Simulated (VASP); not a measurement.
Wanted: the native input for a VASP 6.6.1 run.

| Quantity | Value |
| --- | --- |
| Task | single point |
| Functional | LDA |
| Potentials or basis | VASP PAW LDA potentials, release 64 (Ta_pv, N) |
| Cutoff | 520 eV |
| k mesh | 9 × 9 × 8 |
| Occupations | gaussian, width 0.15 eV |
| Spin | no spin polarisation |
| Dipole correction | no |
| Further INCAR settings | ALGO = Normal; EDIFF = 1e-07; NBANDS = 50 |

The structure of Ta2N lies in POSCAR:

```
Ta2N
1.0
    5.3378662704      0.0000000000      0.0000000000
   -2.6689331352      4.6227277921      0.0000000000
    0.0000000000      0.0000000000      4.6861127988
Ta N
6 3
Direct
    0.6788818548      0.6788818548      0.7526041962
    0.0000000000      0.3211181452      0.7526041962
    0.3211181452      0.0000000000      0.7526041962
    0.3211181452      0.3211181452      0.2473958038
    0.0000000000      0.6788818548      0.2473958038
    0.6788818548      0.0000000000      0.2473958038
    0.6666666667      0.3333333333      0.5000000000
    0.3333333333      0.6666666667      0.5000000000
    0.0000000000      0.0000000000      0.0000000000
```

This cell differs from its parent crystal: atoms shifted along a free coordinate, c/a of the conventional cell at fixed volume 0.8779.

One way to write it, as run:

INCAR

```
SYSTEM = Ta2N
PREC     = Accurate       ! precision mode
ENCUT    = 520            ! plane-wave cutoff, eV
EDIFF    = 1E-7           ! SCF threshold, eV
ISMEAR   = 0              ! smearing method
SIGMA    = 0.15           ! smearing width, eV
LREAL    = .False.        ! projectors in reciprocal space
LASPH    = .True.         ! aspherical terms in the spheres
NELM     = 80             ! most SCF steps
ALGO     = Normal         ! electronic algorithm
ISIF     = 2              ! what is computed and relaxed
LWAVE    = .False.        ! write WAVECAR
LCHARG   = .False.        ! write CHGCAR
NBANDS   = 50             ! bands
```

KPOINTS

```
Automatic mesh
0
Gamma
  9 9 8
  0 0 0
```

Potentials or basis: VASP PAW LDA potentials, release 64 (Ta_pv, N).

Command:

```sh
$ cat potpaw_LDA.64/Ta_pv/POTCAR potpaw_LDA.64/N/POTCAR > POTCAR
$ mpirun -np 1 vasp_std > vasp.out
```

It gave:

- Pressure: 4.0 GPa
- Largest force: 1.881 eV/Å
- Band gap on the k mesh: zero (an odd number of electrons rules out a gap without spin polarisation)

Caveat: the cell stands under pressure; spin-orbit coupling is left out, which moves the levels of the heavy elements; forces of over 1 eV/Å act on the atoms, so gaps and moduli don't describe the material at rest.

Run time: 6.1 min on 1 thread of Intel(R) Xeon(R) Platinum 8488C (Sapphire Rapids) (shared host), peak memory 0.42 GiB.
